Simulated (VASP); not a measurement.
A run of VASP 6.6.1 is set up as follows.

Contents of INCAR:

```
PREC = Accurate ; ENCUT = 520
EDIFF = 1E-6 ; ISMEAR = 0
SIGMA = 0.05 ; LREAL = F
LASPH = T ; NELM = 60
ALGO = Normal ; ISIF = 2
LWAVE = F ; LCHARG = T
GGA = PE ; LELF = T
LVHAR = T ; NBANDS = 26
```

KPOINTS

```
Automatic mesh
0
Gamma
  12 12 4
```

Contents of POSCAR:

```
SiC
1.0
    3.0941201807      0.0000000000      0.0000000000
   -1.5470600903      2.6795866789      0.0502422502
    0.0000000000      0.1899251100     10.1293391985
Si C
4 4
Direct
    0.6666666667      0.3333333333      0.9378441878
    0.3333333333      0.6666666667      0.4378441878
    0.0000000000      0.0000000000      0.6878995565
    0.0000000000      0.0000000000      0.1878995565
    0.6666666667      0.3333333333      0.7498074459
    0.3333333333      0.6666666667      0.2498074459
    0.0000000000      0.0000000000      0.5004478098
    0.0000000000      0.0000000000      0.0004478098
```

Potentials or basis: VASP PAW PBE potentials, release 64 (Si, C).

The run is started by

```console
$ cat potpaw_PBE.64/Si/POTCAR potpaw_PBE.64/C/POTCAR > POTCAR
$ mpirun -np 1 vasp_std > vasp.out
```

**Question.** Estimate the pressure.

**Answer.** 0.1 GPa.

**Question.** Estimate the band gap on the k mesh.

**Answer.** 2.05 eV (least direct gap 3.27 eV).

**Question.** What does it give for the largest force?

**Answer.** 0.232 eV/Å.

Forces on the atoms (eV/Å):
```
Si   0.000  0.152 -0.008
Si   0.000  0.197 -0.008
Si   0.000  0.210 -0.008
Si   0.000  0.184 -0.009
C    0.000 -0.232  0.010
C    0.000 -0.173  0.010
C    0.000 -0.183  0.006
C    0.000 -0.156  0.007
```

Caveat: the cell differs from its parent crystal (strain +0.0375 x Voigt [0, 0, 0, 1, 0, 0]). A k mesh can miss the band edges.
